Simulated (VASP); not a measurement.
Wanted: the native input for a VASP 6.6.1 run.

| Property | Result |
| --- | --- |
| Task | single point |
| Functional | r2SCAN |
| Potentials or basis | VASP PAW PBE potentials, release 64 (Fe, B, S) |
| Cutoff | 520 eV |
| k mesh | 5 × 5 × 5 |
| Occupations | gaussian, width 0.0215 eV |
| Spin | no spin polarisation |
| Dipole correction | no |
| Further INCAR settings | ALGO = Normal; EDIFF = 1e-06; NBANDS = 47 |

FeBS4:

```
Fe B S
1.0
    -3.78157    3.78157    3.33240
     3.78157   -3.78157    3.33240
     3.78157    3.78157   -3.33240
Fe B S
2 2 8
Cartesian
  0.0000 5.6724 0.8331
  3.7816 -1.8908 2.4993
  0.0000 1.8908 2.4993
  3.7816 1.8908 0.8331
  0.0000 0.5385 1.3290
  5.1339 1.8908 -0.3372
  0.0000 3.2431 1.3290
  2.4293 1.8908 -0.3372
  3.7816 3.2431 2.0034
  1.3523 1.8908 3.6696
  3.7816 0.5385 2.0034
  -1.3523 1.8908 3.6696
```

These files were run (other wordings do the same):

POSCAR

```
FeBS4
1.0
   -3.7815701400      3.7815701400      3.3324025200
    3.7815701400     -3.7815701400      3.3324025200
    3.7815701400      3.7815701400     -3.3324025200
Fe B S
2 2 8
Direct
    0.8750000000      0.1250000000      0.7500000000
    0.1250000000      0.8750000000      0.2500000000
    0.6250000000      0.3750000000      0.2500000000
    0.3750000000      0.6250000000      0.7500000000
    0.2706000000      0.1994000000      0.0712000000
    0.1994000000      0.6282000000      0.9288000000
    0.6282000000      0.1994000000      0.4288000000
    0.1994000000      0.2706000000      0.5712000000
    0.7294000000      0.8006000000      0.9288000000
    0.8006000000      0.7294000000      0.4288000000
    0.3718000000      0.8006000000      0.5712000000
    0.8006000000      0.3718000000      0.0712000000
```

INCAR.step1

```
PREC = Accurate ; ENCUT = 520
ISMEAR = 0 ; SIGMA = 0.0215
LREAL = False ; LASPH = True
NELM = 100 ; NBANDS = 47
GGA = PE ; ALGO = Normal
EDIFF = 1E-4 ; LWAVE = True
LCHARG = False
```

INCAR.step2

```
PREC = Accurate ; ENCUT = 520
EDIFF = 1E-6 ; ISMEAR = 0
SIGMA = 0.0215 ; LREAL = False
LASPH = True ; NELM = 100
ALGO = Normal ; ISIF = 2
LWAVE = False ; LCHARG = True
METAGGA = R2SCAN ; LMIXTAU = True
LELF = True ; LVHAR = True
NBANDS = 47 ; ISTART = 1
```

KPOINTS

```
Automatic mesh
0
Gamma
  5 5 5
```

Potentials or basis: VASP PAW PBE potentials, release 64 (Fe, B, S).

Run with:

```sh
$ cat potpaw_PBE.64/Fe/POTCAR potpaw_PBE.64/B/POTCAR potpaw_PBE.64/S/POTCAR > POTCAR
$ cp INCAR.step1 INCAR
$ mpirun -np 1 vasp_std > vasp.out
$ cp INCAR.step2 INCAR
$ mpirun -np 1 vasp_std > vasp.out
```

Results of the run:

```yaml
Pressure: 2.9 GPa
Largest_force: 2.973 eV/Å
Band_gap_on_the_k_mesh: zero (bands 35 and 36 overlap by 0.54 eV)
```

Caveat: the PAW data sets were made with another functional, which shifts forces and pressure a little; the run has no spin polarisation, though such a crystal can be magnetic.

Run time: 9.9 min on 1 thread of AMD EPYC 9R45 (Zen 5), with other jobs on the host, peak memory 0.4 GiB.
